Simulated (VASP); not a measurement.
TiSi16 (a cell with a defect): single point with PBE

TiSi16 (a cell with a defect):

```
Si Ti
1.0
     0.00000    5.43000    5.43000
     5.43000    0.00000    5.43000
     5.43000    5.43000    0.00000
Si Ti
16 1
Cartesian
  0.0021 -0.0603 0.0660
  1.4356 1.3472 1.2820
  2.8399 2.5935 -0.1241
  4.1712 3.9740 1.4591
  2.6512 -0.0608 2.7154
  3.8947 1.1827 4.2523
  5.2442 2.5330 2.8989
  6.6846 3.9728 3.9728
  0.1810 2.8987 2.5374
  1.4354 4.1536 4.0888
  2.8392 5.5588 2.8379
  4.2650 6.9839 3.8793
  2.6519 2.7202 5.4959
  4.0595 4.1540 6.7118
  5.3052 5.5591 5.3059
  6.6857 6.8904 6.8894
  7.1559 4.4449 6.4163
```

```yaml
Program: VASP 6.6.1
Task: single point
Functional: PBE
Potentials_or_basis: VASP PAW PBE potentials, release 64 (Si, Ti_sv)
Cutoff: 520 eV
k_mesh: 2 × 2 × 2
Occupations: gaussian, width 0.02 eV
Spin: no spin polarisation
```

```yaml
Pressure: 4.4 GPa
Largest_force: 1.914 eV/Å
Band_gap_on_the_k_mesh: zero (bands 38 and 39 overlap by 0.33 eV)
```

Forces in eV/Å, atoms in the order of the input:
```
Si   0.029  0.096 -0.095
Si   0.073  0.046 -0.072
Si   0.103  0.062 -0.106
Si  -0.047  0.098 -0.096
Si   0.093  0.093 -0.028
Si   0.129  0.128 -0.131
Si   0.084  0.083 -0.083
Si   0.099  0.102  0.045
Si  -0.005 -0.005  0.000
Si   0.078  0.079 -0.050
Si   0.097  0.094 -0.062
Si   0.061  0.062 -0.067
Si   0.095  0.031 -0.096
Si   0.047  0.073 -0.071
Si   0.064  0.103 -0.107
Si   0.095 -0.044 -0.099
Ti  -1.096 -1.101  1.118
```

Stress tensor (GPa, compression positive):
```
 4.40 -0.60  0.60
-0.60  4.39  0.59
 0.60  0.59  4.40
```

Levels at points of the mesh, in eV from the Fermi level:
```
           k point  band 35  band 36  band 37  band 38  band 39  band 40  band 41  band 42
(0.00, 0.00, 0.00)    -1.18    -0.75    -0.58    -0.27    -0.27    -0.03    -0.03     0.10
(0.50, 0.00, 0.00)    -1.38    -1.30    -0.34    -0.01     0.15     0.60     0.63     0.75
(0.00, 0.50, 0.00)    -1.38    -1.30    -0.34    -0.01     0.15     0.60     0.63     0.75
(0.00, 0.00, 0.50)    -1.35    -1.35    -0.23    -0.23    -0.21     0.70     0.71     0.71
(0.50, 0.50, 0.50)    -1.38    -1.30    -0.34    -0.01     0.15     0.60     0.63     0.75
(0.50, 0.50, 0.00)    -1.86    -1.79    -0.25     0.06     0.30     0.65     0.90     1.01
(0.00, 0.50, 0.50)    -1.86    -1.79    -0.25     0.06     0.30     0.65     0.89     1.01
(0.50, 0.00, 0.50)    -1.86    -1.79    -0.25     0.06     0.30     0.65     0.89     1.01
```

Wall time 6.8 min on 1 thread of Intel(R) Xeon(R) Platinum 8488C (Sapphire Rapids), on a shared host, peak memory 0.5 GiB.

Caveat: the k points lie up to 0.50 Å⁻¹ apart.
